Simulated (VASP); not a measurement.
**Hg: single point with PBE**

Crystal: Hg.

```xyz
3
Lattice="4.2906 0.0000 0.0000 -2.1453 3.7158 0.0000 0.0000 0.0000 2.4956" Properties=species:S:1:pos:R:3 pbc="T T T"
Hg    0.0000    0.0000    0.0000
Hg    0.0000    2.4772    1.2478
Hg    2.1453    1.2386    1.2478
```

| Property | Result |
| --- | --- |
| Program | VASP 6.6.1 |
| Task | single point |
| Functional | PBE |
| Potentials or basis | VASP PAW PBE potentials, release 64 (Hg) |
| Cutoff | 520 eV |
| k mesh | 7 × 7 × 10 |
| Occupations | fermi-dirac, width 0.05 eV |
| Spin | no spin polarisation |

```
Pressure               : 181.0 GPa
Band gap on the k mesh : zero (band 18 reaches 13.82 eV, above the bottom of band 19 at 10.06 eV)
```

Stress tensor (GPa, compression positive):
```
180.49   0.00   0.00
  0.00 180.49   0.00
  0.00   0.00 182.16
```

Levels at points of the mesh, in eV from the Fermi level:
```
           k point  band 16  band 17  band 18  band 19  band 20  band 21
(0.00, 0.00, 0.00)    -7.50    -0.70     0.14     1.43     1.43     1.43
(0.00, 0.00, 0.50)    -4.46    -3.66     3.25     4.06     4.14     4.14
```

It took 64 s on 1 thread of AMD EPYC 7R13 (shared host), peak memory 0.14 GiB.

Caveat: spin-orbit coupling is left out, which moves the levels of the heavy elements.
